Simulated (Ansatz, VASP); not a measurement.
Rh in VASP and in Ansatz

Contents of INCAR:

```
PREC = Accurate
ENCUT = 600
EDIFF = 1E-6
ISMEAR = 0
SIGMA = 0.15
LREAL = False
LASPH = True
NELM = 80
ALGO = Fast
ISIF = 3
LWAVE = False
LCHARG = False
GGA = PS
IBRION = 2
NSW = 100
EDIFFG = -0.01
```

File KPOINTS:

```
Automatic mesh
0
Gamma
  12 12 8
```

The input POSCAR:

```
Rh
1.0
    2.6887360847      0.0000000000      0.0000000000
   -1.3443680423      2.3285137534      0.0000000000
    0.0000000000      0.0000000000      4.3290202440
Rh
2
Direct
    0.6441410288      0.3102743116      0.7488255342
    0.3558589712      0.6897256884      0.2511744658
```

Input for Ansatz:

```yaml
crystal:
  lattice:
    - [2.6887360847, 0.0, 0.0]
    - [-1.3443680423, 2.3285137534, 0.0]
    - [0.0, 0.0, 4.329020244]
  atoms:
    - { symbol: Rh, position: [0.6441410288, 0.3102743116, 0.7488255342] }
    - { symbol: Rh, position: [0.3558589712, 0.6897256884, 0.2511744658] }
basis:
  ecutwfc: 420
kpoints:
  mp_grid: { grid: [12, 12, 8] }
hamiltonian:
  xc: pbesol
scf:
  occupations: { method: gaussian, width: 0.15 }
output:
  forces: true
  stress: true
  eigenvalues: true
relax:
  adjacent_minimum: "off"
  f_tol: 0.01
  max_steps: 80
  cell: { stress_tol: 0.1 }
```

Change from the starting cell: all atoms moved at random, sigma 0.05 Å a component; relaxed back.

Alike in both runs: task relaxation of cell and atoms; functional PBEsol; k mesh 12 × 12 × 8; occupations gaussian, width 0.15 eV; no spin polarisation.

|  | VASP | Ansatz |
| --- | --- | --- |
| version | VASP 6.6.1 | Ansatz 0.2.0 |
| potentials or method | VASP PAW PBE potentials, release 64 (Rh_pv), cutoff 600 eV | scalar-relativistic, plane waves, PAW |
| valence electrons in the cell | 30 | 34 |

```tsv
	VASP	Ansatz	Ansatz less VASP
gap on the k mesh at the Fermi level, each at its own relaxed structure (eV)	none	none	-
relaxed volume (Å³/atom)	13.54	13.56	+0.013
relaxed length of the cell vector where the two differ most in proportion (Å)	2.686	2.686	+0.0009
```

VASP's potentials were made for PBE, not for PBEsol. A gap of «none» marks a metal or a gap that the smearing closes. VASP's potentials hold 30 valence electrons a cell and Ansatz's 34, so a difference there can come from the potentials and not from the codes.
